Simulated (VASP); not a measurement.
# Si (P6/mmm) in VASP: settings compared, part 3 of 3

VASP 6.6.1.

## 6. Single point, b88 exchange, pbesol correlation

This run uses another cell than the first one, of 14.04 Å³/atom.

Contents of INCAR:

```
PREC = Accurate
ENCUT = 500
EDIFF = 1E-6
ISMEAR = 0
SIGMA = 0.01
LREAL = False
LASPH = True
NELM = 120
ALGO = Normal
ISIF = 2
LWAVE = False
LCHARG = False
GGA = LIBXC
LIBXC1 = GGA_X_B88
LIBXC2 = GGA_C_PBE_SOL
NBANDS = 8
GGA_COMPAT = False
```

Contents of KPOINTS:

```
regular mesh
0
Gamma
  15 15 14
```

Contents of POSCAR:

```
Si
1.0
    2.5846386507      0.0000000000      0.0000000000
   -1.2923193254      2.2383625313      0.0000000000
    0.0000000000      0.0000000000      2.4271260460
Si
1
Direct
    0.0000000000      0.0000000000      0.0000000000
```

Potentials or basis: VASP PAW PBE potentials, release 64 (Si).

Run with:

```bash
$ cat potpaw_PBE.64/Si/POTCAR > POTCAR
$ mpirun -np 1 vasp_std > vasp.out
```

OUTCAR:

```text
PREC = Accurate
   ENCUT = 500
   EDIFF = 1E-6
   ISMEAR = 0
   LREAL = False
   LASPH = True
   NELM = 120
   ISIF = 2
   GGA = LIBXC

 ion  position               nearest neighbor table
   1  0.000  0.000  0.000-

  LATTYP: Found a hexagonal cell.
 ALAT       =     2.5846386507
 C/A-ratio  =     0.9390581718

  Lattice vectors:

 A1 = (   2.5846386507,   0.0000000000,   0.0000000000)
 A2 = (  -1.2923193254,   2.2383625313,   0.0000000000)
 A3 = (   0.0000000000,   0.0000000000,   2.4271260460)

Analysis of symmetry for initial positions (statically):
=====================================================================
 Subroutine PRICEL returns:
 Original cell was already a primitive cell.

 Routine SETGRP: Setting up the symmetry group for a
 hexagonal supercell.

 Subroutine GETGRP returns: Found 24 space group operations
 (whereof 24 operations were pure point group operations)
 out of a pool of 24 trial point group operations.

The static configuration has the point symmetry D_6h.

Analysis of symmetry for dynamics (positions and initial velocities):
=====================================================================
 Subroutine PRICEL returns:
[... 155 lines left out ...]

 E-fermi :  10.1177     XC(G=0): -11.1989

 val. band max:       10.1094865151   @ k =   0.3333   0.2667   0.4286
 cond. band min:      10.1810687206   @ k =   0.3333   0.2000   0.2143
 fundamental gap:      0.0715822054
 Fermi energy:        10.1176754857

 k-point     1 :       0.0000    0.0000    0.0000
  band No.  band energies     occupation
      1      -4.2668      2.00000
      2      17.7724      0.00000
      3      18.6200      0.00000
      4      20.9764      0.00000
      5      20.9764      0.00000
      6      22.7002      0.00000
      7      22.7002      0.00000
      8      28.2995      0.00000
[... 243 lines left out ...]
 k-point    24 :       0.4000    0.2000    0.0000
  band No.  band energies     occupation
      1       3.2824      2.00000
      2       4.0213      2.00000
      3       9.1553      2.00000
      4      23.6181      0.00000
      5      24.2433      0.00000
      6      26.5951      0.00000
      7      28.5959      0.00000
      8      30.5626      0.00000

 [... further k-points ...]
[... 5 lines left out ...]
  --------------------------------------------------------------------------------------
  -------------------------------------------------------------------------------------
  Total        1.1707616      1.1707614      0.8246288     -0.0000000      0.0000000      0.0000000
  in kB      133.5846228    133.5845990     94.0906575     -0.0000000      0.0000000      0.0000000
  external PRESSURE =     120.4199598 kB  Pullay stress =       0.0000000 kB

 VOLUME and BASIS-vectors are now :
 -----------------------------------------------------------------------------
  energy-cutoff  :      500.00
  volume of cell :       14.04
      direct lattice vectors                 reciprocal lattice vectors
     2.584638651  0.000000000  0.000000000     0.386901279  0.223377578  0.000000000
    -1.292319325  2.238362531  0.000000000     0.000000000  0.446755155  0.000000000
     0.000000000  0.000000000  2.427126046     0.000000000  0.000000000  0.412009917

 POSITION                                       TOTAL-FORCE (eV/Angst)
 -----------------------------------------------------------------------------------
      0.00000      0.00000      0.00000         0.000000      0.000000      0.000000
 -----------------------------------------------------------------------------------
    total drift:                               -0.000000     -0.000000      0.000000

  FREE ENERGIE OF THE ION-ELECTRON SYSTEM (eV)
  ---------------------------------------------------
  free  energy   TOTEN  =        -4.7961517677 eV

  energy  without entropy=       -4.7961292576  energy(sigma->0) =       -4.79614051
```

OSZICAR:

```text
N       E                     dE             d eps       ncg     rms          rms(c)
DAV:   1    -0.216688763713E+01   -0.21669E+01   -0.17557E+03  3752   0.366E+02
DAV:   2    -0.477864082975E+01   -0.26118E+01   -0.25266E+01  5080   0.310E+01
DAV:   3    -0.479232258987E+01   -0.13682E-01   -0.13680E-01  3904   0.239E+00
DAV:   4    -0.479233847985E+01   -0.15890E-04   -0.15888E-04  5752   0.870E-02
DAV:   5    -0.479233848333E+01   -0.34806E-08   -0.51993E-08  3936   0.785E-04    0.294E+00
DAV:   6    -0.479462682231E+01   -0.22883E-02   -0.23745E-03  4464   0.272E-01    0.173E+00
DAV:   7    -0.479613086357E+01   -0.15040E-02   -0.53800E-03  4256   0.424E-01    0.131E-01
DAV:   8    -0.479615164404E+01   -0.20780E-04   -0.36270E-04  4064   0.118E-01    0.173E-02
DAV:   9    -0.479615176775E+01   -0.12371E-06   -0.43913E-06  4992   0.155E-02
   1 F= -.47961518E+01 E0= -.47961405E+01  d E =-.225102E-04
```

Wall time 6.5 s (1 thread of Intel Xeon 6975P-C (Granite Rapids), shared host); peak memory 0.13 GiB.

Results:

```
Free energy            : -4.7962 eV
Pressure               : 12.0 GPa
Band gap on the k mesh : zero (bands 2 and 3 overlap by 12.29 eV)
```

Stress tensor (GPa, compression positive):
```
13.36  0.00  0.00
 0.00 13.36  0.00
 0.00  0.00  9.41
```

Levels at points of the mesh, in eV from the Fermi level:
| k point | band 1 | band 2 | band 3 | band 4 | band 5 |
| --- | --- | --- | --- | --- | --- |
| (0.00, 0.00, 0.00) | -14.38 | 7.65 | 8.50 | 10.86 | 10.86 |
| (0.00, 0.00, 0.50) | -9.28 | -7.33 | 14.70 | 14.70 | 15.41 |

Caveat: the cell stands under pressure; the PAW data sets were made with another functional, which shifts forces and pressure a little.

## 7. Overview

| cell | gap on the mesh (eV) | pressure (GPa) |
| --- | --- | --- |
| a = 2.484, b = 2.484, c = 2.333 Å, angles 90.0, 90.0, 120.0°, 1 atom | none | 34.3 |
| a = 2.510, b = 2.510, c = 2.357 Å, angles 90.0, 90.0, 120.0°, 1 atom | none | 27.4 |
| a = 2.535, b = 2.535, c = 2.381 Å, angles 90.0, 90.0, 120.0°, 1 atom | none | 21.6 |
| a = 2.560, b = 2.560, c = 2.404 Å, angles 90.0, 90.0, 120.0°, 1 atom | none | 16.6 |
| a = 2.585, b = 2.585, c = 2.427 Å, angles 90.0, 90.0, 120.0°, 1 atom | none | 12.0 |

Alike in all rows: task single point; level b88 exchange, pbesol correlation; potentials or basis VASP PAW PBE potentials, release 64 (Si); no spin polarisation; k mesh 15 × 15 × 14; cutoff (eV) 500; smearing gaussian 0.01 eV.

Caveats: the cell stands under pressure; the PAW data sets were made with another functional, which shifts forces and pressure a little.

Absolute energies hang on the potentials; compare differences alone.

The gap in the log of VASP goes by the Fermi energy; the results here count the filled bands.